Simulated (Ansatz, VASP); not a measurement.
**Ta: VASP beside Ansatz**

Contents of INCAR:

```
PREC = Accurate
ENCUT = 520
EDIFF = 1E-8
ISMEAR = -1
SIGMA = 0.05
LREAL = F
LASPH = T
NELM = 100
ALGO = Normal
ISIF = 2
LWAVE = F
LCHARG = F
GGA = PS
LEFG = T
NBANDS = 12
```

The input KPOINTS:

```
Automatic mesh
0
Gamma
  15 15 15
```

POSCAR

```
Ta
1.0
   -1.6347672000      1.6347672000      1.6512800000
    1.6347672000     -1.6347672000      1.6512800000
    1.6347672000      1.6347672000     -1.6512800000
Ta
1
Direct
    0.0000000000      0.0000000000      0.0000000000
```

Input for Ansatz:

```yaml
crystal:
  lattice:
    - [-1.6347672, 1.6347672, 1.65128]
    - [1.6347672, -1.6347672, 1.65128]
    - [1.6347672, 1.6347672, -1.65128]
  atoms:
    - { symbol: Ta, position: [0.0, 0.0, 0.0] }
kpoints:
  mp_grid: { grid: [15, 15, 15] }
scf:
  occupations: { method: fermi_dirac, width: 0.05 }
hamiltonian:
  xc: pbesol
  pseudopotentials: { kind: all_electron, datasets: crystal }
output:
  forces: true
  stress: true
  eigenvalues: true
  efg: { contact_densities: true }
```

Change from the starting cell: equal xx and yy strain of -1 %, crystal datasets.

Alike in both runs: task electric field gradients; functional PBEsol; k mesh 15 × 15 × 15; occupations fermi-dirac, width 0.05 eV; no spin polarisation.

|  | VASP | Ansatz |
| --- | --- | --- |
| version | VASP 6.6.1 | Ansatz 0.2.0 |
| potentials or method | VASP PAW PBE potentials, release 64 (Ta_pv), cutoff 520 eV | all-electron PAW with datasets made for the crystal, scalar-relativistic |

Ansatz gave:

| Item | Value |
| --- | --- |
| pressure (GPa) | -0.2 |
| traceless stress, the component that is largest in VASP (GPa) | -0.89 |
| size of Vzz on the site where it differs most (V/Å²) | 7.5 |

Problem. Which values does VASP return?

Solution. Pressure (GPa): 0.2; traceless stress, the component that is largest in VASP (GPa): -0.89; size of Vzz on the site where it differs most (V/Å²): 7.0.

VASP's potentials were made for PBE, not for PBEsol. Ansatz ran all-electron here, and VASP with PAW potentials.

Neither program's run includes spin-orbit coupling.
